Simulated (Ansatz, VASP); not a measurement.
Two plane-wave programs on Cr2O3

INCAR

```
SYSTEM = Cr2O3
PREC = Accurate ; ENCUT = 520
EDIFF = 1E-6 ; ISMEAR = 0
SIGMA = 0.02 ; LREAL = .False.
LASPH = .True. ; NELM = 150
ALGO = Normal ; ISIF = 2
LWAVE = .False. ; LCHARG = .True.
ISPIN = 2 ; MAGMOM = 3 3 3 3 0 0 0 0 0 0
LORBIT = 11 ; LMAXMIX = 4
GGA = PE ; LELF = .True.
LVHAR = .True. ; NBANDS = 57
```

Contents of KPOINTS:

```
Automatic mesh
0
Gamma
  4 4 4
  0 0 0
```

POSCAR

```
Cr2O3
1.0
    2.4789991400      1.4312508200      4.5300000000
   -2.4789991400      1.4312508200      4.5300000000
    0.0000000000     -2.8625016500      4.5300000000
Cr O
4 6
Direct
    0.3518000000      0.3518000000      0.3518000000
    0.1482000000      0.1482000000      0.1482000000
    0.6482000000      0.6482000000      0.6482000000
    0.8518000000      0.8518000000      0.8518000000
    0.5694000000      0.9306000000      0.2500000000
    0.2500000000      0.5694000000      0.9306000000
    0.9306000000      0.2500000000      0.5694000000
    0.4306000000      0.0694000000      0.7500000000
    0.7500000000      0.4306000000      0.0694000000
    0.0694000000      0.7500000000      0.4306000000
```

Input for Ansatz:

```yaml
crystal:
  lattice:
    - [2.47899914, 1.43125082, 4.53]
    - [-2.47899914, 1.43125082, 4.53]
    - [0.0, -2.86250165, 4.53]
  atoms:
    - { symbol: Cr, position: [0.3518, 0.3518, 0.3518], spin: 3.0 }
    - { symbol: Cr, position: [0.1482, 0.1482, 0.1482], spin: 3.0 }
    - { symbol: Cr, position: [0.6482, 0.6482, 0.6482], spin: 3.0 }
    - { symbol: Cr, position: [0.8518, 0.8518, 0.8518], spin: 3.0 }
    - { symbol: O, position: [0.5694, 0.9306, 0.25] }
    - { symbol: O, position: [0.25, 0.5694, 0.9306] }
    - { symbol: O, position: [0.9306, 0.25, 0.5694] }
    - { symbol: O, position: [0.4306, 0.0694, 0.75] }
    - { symbol: O, position: [0.75, 0.4306, 0.0694] }
    - { symbol: O, position: [0.0694, 0.75, 0.4306] }
magnetization:
  spin_polarized: true
hamiltonian:
  xc: pbe
  pseudopotentials: { kind: paw }
basis:
  ecutwfc: 420
kpoints:
  mp_grid: { grid: [4, 4, 4] }
scf:
  occupations: { method: gaussian, width: 0.02 }
  lower_state_search: "off"
output:
  forces: true
  stress: true
```

Alike in both runs: task single point; functional PBE; k mesh 4 × 4 × 4; occupations gaussian, width 0.02 eV; collinear spin.

|  | VASP | Ansatz |
| --- | --- | --- |
| version | VASP 6.6.1 | Ansatz 0.2.0 |
| potentials or method | VASP PAW PBE potentials, release 64 (Cr_pv, O), cutoff 520 eV | PAW, plane waves, scalar-relativistic |
| valence electrons in the cell | 84 | 92 |

```csv
,VASP,Ansatz,Ansatz less VASP
pressure (GPa),8.0,7.4,-0.65
"traceless stress, the component that is largest in VASP (GPa)",-2.70,-2.54,+0.163
rms of the force components (eV/Å),0.684,0.667,-0.0170
net moment per atom (μB),1.20,1.20,0.000
size of the moment on the site where the two differ most (μB),2.86,2.35,-0.505
```

Site moments also hang on the region over which each program counts them. Atom by atom the forces differ by 0.019 eV/Å (rms over components). VASP's potentials hold 84 valence electrons a cell and Ansatz's 92, so a difference there can come from the potentials and not from the codes.
